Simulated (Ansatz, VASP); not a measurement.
Two plane-wave programs on MnS

```
CELL_PARAMETERS angstrom
0.00000 5.60000 5.60000
2.80000 0.00000 2.80000
2.80000 2.80000 0.00000
ATOMIC_POSITIONS crystal
Mn 0.00000 0.00000 0.00000
Mn 0.50000 0.00000 0.00000
S 0.12500 0.25000 0.25000
S 0.62500 0.25000 0.25000
```

Alike in both runs: task single point; functional r2SCAN; k mesh 4 × 8 × 8; occupations fermi-dirac, width 0.05 eV; no spin polarisation.

|  | VASP | Ansatz |
| --- | --- | --- |
| version | VASP 6.6.1 | Ansatz 0.2.0 |
| potentials or method | VASP PAW PBE potentials, release 64 (Mn_pv, S), cutoff 520 eV | PAW plane waves |
| valence electrons in the cell | 38 | 42 |

|  | VASP | Ansatz | Ansatz less VASP |
| --- | --- | --- | --- |
| pressure (GPa) | -21.6 | -21.6 | -0.02 |

VASP's potentials were made for PBE, not for r2SCAN. VASP's potentials hold 38 valence electrons a cell and Ansatz's 42, so a difference there can come from the potentials and not from the codes.
